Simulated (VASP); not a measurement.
Input of a VASP 6.6.1 run:

INCAR

```
  PREC = Accurate
  ENCUT = 520
  EDIFF = 1E-7
  ISMEAR = 0
  SIGMA = 0.03
  LREAL = F
  LASPH = T
  NELM = 100
  ALGO = Normal
  ISIF = 2
  LWAVE = F
  LCHARG = F
  GGA = PS
  NBANDS = 30
```

KPOINTS

```
Automatic mesh
0
Gamma
  6 6 6
```

The input POSCAR:

```
CsSnI3
1.0
    5.7092440000      0.0000000000      0.0000000000
    0.0000000000      5.7092440000      0.0000000000
    0.0000000000      0.0000000000      5.9574720000
Cs Sn I
1 1 3
Direct
    0.0000000000      0.0000000000      0.0000000000
    0.5000000000      0.5000000000      0.5000000000
    0.0000000000      0.5000000000      0.5000000000
    0.5000000000      0.0000000000      0.5000000000
    0.5000000000      0.5000000000      0.0000000000
```

Potentials or basis: VASP PAW PBE potentials, release 64 (Cs_sv, Sn_d, I).

Launch:

```sh
$ cat potpaw_PBE.64/Cs_sv/POTCAR potpaw_PBE.64/Sn_d/POTCAR potpaw_PBE.64/I/POTCAR > POTCAR
$ mpirun -np 1 vasp_std > vasp.out
```

**Question.** What does it give for the band gap on the k mesh?

**Answer.** 0.05 eV (least direct gap 0.18 eV).

**Question.** Predict the pressure.

**Answer.** 4.9 GPa.

Stress tensor (GPa, compression positive):
```
5.91 0.00 0.00
0.00 5.91 0.00
0.00 0.00 2.77
```

Caveat: the cell differs from its parent crystal (strain -0.080 along x and y, -0.040 along z); the cell stands under pressure; the PAW data sets were made with another functional, which shifts forces and pressure a little; spin-orbit coupling is left out, which moves the levels of the heavy elements. A k mesh can miss the band edges.
